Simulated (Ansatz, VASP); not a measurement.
**Two plane-wave programs on K4Cl**

Contents of INCAR:

```
SYSTEM = K4Cl
PREC     = Accurate       ! precision mode
ENCUT    = 600            ! plane-wave cutoff, eV
EDIFF    = 1E-7           ! SCF threshold, eV
ISMEAR   = 0              ! smearing method
SIGMA    = 0.1            ! smearing width, eV
LREAL    = .FALSE.        ! projectors in reciprocal space
LASPH    = .TRUE.         ! aspherical terms in the spheres
NELM     = 100            ! most SCF steps
ALGO     = Normal         ! electronic algorithm
ISIF     = 3              ! what is computed and relaxed
LWAVE    = .FALSE.        ! write WAVECAR
LCHARG   = .FALSE.        ! write CHGCAR
GGA      = PE             ! functional
IBRION   = 2              ! ionic algorithm
NSW      = 100            ! ionic steps
EDIFFG   = -0.01          ! ionic threshold
```

KPOINTS

```
regular mesh
0
G
  6 6 6
  0 0 0
```

Contents of POSCAR:

```
K4Cl
1.0
    6.7513771700      0.0000000000      0.0000000000
    0.0000000000      6.7513771700      0.0000000000
    0.0000000000      0.0000000000      6.7513771700
K Cl
4 1
Direct
    0.2500000000      0.2500000000      0.2500000000
    0.7500000000      0.7500000000      0.2500000000
    0.7500000000      0.2500000000      0.7500000000
    0.2500000000      0.7500000000      0.7500000000
    0.0000000000      0.0000000000      0.0000000000
```

Input for Ansatz:

```yaml
crystal:
  lattice:
    - [6.75137717, 0.0, 0.0]
    - [0.0, 6.75137717, 0.0]
    - [0.0, 0.0, 6.75137717]
  atoms:
    - { symbol: K, position: [0.25, 0.25, 0.25] }
    - { symbol: K, position: [0.75, 0.75, 0.25] }
    - { symbol: K, position: [0.75, 0.25, 0.75] }
    - { symbol: K, position: [0.25, 0.75, 0.75] }
    - { symbol: Cl, position: [0.0, 0.0, 0.0] }
basis:
  ecutwfc: 420
kpoints:
  mp_grid: { grid: [6, 6, 6] }
hamiltonian:
  xc: pbe
scf:
  occupations: { method: gaussian, width: 0.1 }
output:
  forces: true
  stress: true
  eigenvalues: true
  write_density: true
  write_potential: true
  elf: true
  volumetric_format: npy
relax:
  adjacent_minimum: "off"
  f_tol: 0.01
  max_steps: 80
  cell: { stress_tol: 0.05 }
```

Change from the starting cell: ordered vacancies on the anion sites of cuprite (P-43m, No. 215).

Alike in both runs: task relaxation of cell and atoms; functional PBE; k mesh 6 × 6 × 6; occupations gaussian, width 0.1 eV; no spin polarisation.

|  | VASP | Ansatz |
| --- | --- | --- |
| version | VASP 6.6.1 | Ansatz 0.2.0 |
| potentials or method | VASP PAW PBE potentials, release 64 (K_sv, Cl), cutoff 600 eV | scalar-relativistic, plane waves, PAW |
| valence electrons in the cell | 43 | 43 |

VASP gave:

```
gap on the k mesh at the Fermi level, each at its own relaxed structure (eV) : none
relaxed volume (Å³/atom)                                                     : 66.58
relaxed length of the cell vector where the two differ most in proportion (Å)              : 6.931
```

Task: What did Ansatz give for the same quantities?

Result: gap on the k mesh at the Fermi level, each at its own relaxed structure (eV): none; relaxed volume (Å³/atom): 66.37; relaxed length of the cell vector where the two differ most in proportion (Å): 6.923.

A gap of «none» marks a metal or a gap that the smearing closes.
